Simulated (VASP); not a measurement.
Input of a VASP 6.6.1 run:

Contents of INCAR:

```
SYSTEM = Nb
ALGO = Normal ; EDIFF = 1E-7
EDIFFG = -0.005 ; ENCUT = 600
GGA = PS ; IBRION = 2
ISIF = 3 ; ISMEAR = -1
LASPH = .True. ; LCHARG = .False.
LREAL = .False. ; LWAVE = .False.
NELM = 80 ; NSW = 32
PREC = Accurate ; PSTRESS = 510.0
SIGMA = 0.05
```

Contents of KPOINTS:

```
k-points
0
Gamma
  18 18 18
  0 0 0
```

Contents of POSCAR:

```
Nb
1.0
   -1.5313504433      1.5313504433      1.5313504433
    1.5313504433     -1.5313504433      1.5313504433
    1.5313504433      1.5313504433     -1.5313504433
Nb
1
Direct
    0.0000000000      0.0000000000      0.0000000000
```

Potentials or basis: VASP PAW PBE potentials, release 64 (Nb_sv).

Command:

```sh
$ cat potpaw_PBE.64/Nb_sv/POTCAR > POTCAR
$ mpirun -np 1 vasp_std > vasp.out
```

Question: What does it give for the relaxed volume?

Answer: 14.36 Å³/atom.

Question: Predict the relaxed cell.

Answer: a = 2.652 Å, b = 2.652 Å, c = 2.652 Å, α = 109.47°, β = 109.47°, γ = 109.47°.

Final structure:
```
CELL_PARAMETERS angstrom
-1.53109 1.53109 1.53109
1.53109 -1.53109 1.53109
1.53109 1.53109 -1.53109
ATOMIC_POSITIONS crystal
Nb 0.00000 0.00000 0.00000
```

Caveat: the cell is relaxed towards a set pressure, so the enthalpy falls and the energy may rise; the PAW data sets were made with another functional, which shifts forces and pressure a little.
